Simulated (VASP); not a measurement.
# BaOs2: relaxation of cell and atoms with PBE

The system is BaOs2.

```
Ba Os
1.0
     2.92419    0.00000    0.00000
    -1.46210    2.53243    0.00000
     0.00000    0.00000    8.15209
Ba Os
1 2
Direct
  0.00000 0.00000 0.50000
  0.00000 0.00000 0.14411
  0.00000 0.00000 0.85589
```

* Program: VASP 6.6.1
* Task: relaxation of cell and atoms
* Functional: PBE
* Potentials or basis: VASP PAW PBE potentials, release 64 (Ba_sv, Os)
* Cutoff: 600 eV
* k mesh: 18 × 18 × 6
* Occupations: gaussian, width 0.1 eV
* Spin: no spin polarisation
* Dipole correction: no
* Further INCAR settings: ALGO = Normal; EDIFF = 1e-06; IBRION = 2; EDIFFG = -0.01; NSW = 100; ISIF = 3

| Item | Value |
| --- | --- |
| Relaxed volume | 21.21 Å³/atom |
| Relaxed cell | a = 2.955 Å, b = 2.955 Å, c = 8.412 Å, α = 90.00°, β = 90.00°, γ = 120.00° |
| Space group after relaxing (to 0.05 Å) | P6/mmm (No. 191) |
| Energy gained by relaxing | 28.2 meV/atom |
| Ionic steps | 12 |
| Pressure after relaxing | 0.0 GPa |
| Band gap on the k mesh | zero (band 13 reaches 6.62 eV, above the bottom of band 14 at 4.61 eV) |

Forces on the atoms (eV/Å):
```
Ba   0.000  0.000  0.000
Os   0.000  0.000 -0.002
Os   0.000  0.000  0.002
```

Step by step:
```tsv
step	energy change (eV)	largest force (eV/Å)	pressure (GPa)	volume (Å³)
1	0.0000	0.7406	4.25	60.37
2	-0.0309	0.6605	-4.74	65.15
3	-0.0518	0.6989	-1.64	63.22
4	-0.0717	0.5690	1.27	63.33
5	-0.0768	0.1427	0.32	63.30
6	-0.0784	0.1539	0.17	63.66
7	-0.0845	0.0191	0.19	63.49
8	-0.0845	0.0224	0.19	63.50
9	-0.0846	0.0264	-0.17	63.70
10	-0.0846	0.0249	-0.04	63.63
11	-0.0846	0.0290	0.06	63.62
12	-0.0846	0.0025	0.00	63.62
```

Final structure:
```yaml
crystal:
  lattice:
    - [2.95534, 0.00000, 0.00000]
    - [-1.47767, 2.55940, 0.00000]
    - [0.00000, 0.00000, 8.41155]
  atoms:
    - { symbol: Ba, position: [0.00000, 0.00000, 0.50000] }
    - { symbol: Os, position: [0.00000, 0.00000, 0.13656] }
    - { symbol: Os, position: [0.00000, 0.00000, 0.86344] }
```

Levels at points of the mesh, in eV from the Fermi level:
| k point | band 9 | band 10 | band 11 | band 12 | band 13 | band 14 | band 15 | band 16 | band 17 |
| --- | --- | --- | --- | --- | --- | --- | --- | --- | --- |
| (0.00, 0.00, 0.00) | -2.27 | -1.82 | -1.82 | -1.50 | -1.50 | -1.26 | 0.00 | 0.83 | 1.07 |
| (0.50, 0.00, 0.00) | -3.49 | -2.53 | -1.96 | -0.01 | 0.44 | 0.64 | 1.24 | 1.47 | 1.68 |
| (0.00, 0.00, 0.50) | -2.26 | -2.26 | -1.85 | -1.85 | -1.51 | -1.51 | 0.90 | 1.06 | 1.13 |
| (0.50, 0.00, 0.50) | -2.57 | -2.16 | -2.14 | -1.94 | -0.32 | 0.58 | 1.24 | 1.68 | 2.04 |

It took 11 min on 1 thread of Intel(R) Xeon(R) Platinum 8488C (Sapphire Rapids) (shared host), peak memory 0.37 GiB.

Caveat: spin-orbit coupling is left out, which moves the levels of the heavy elements.
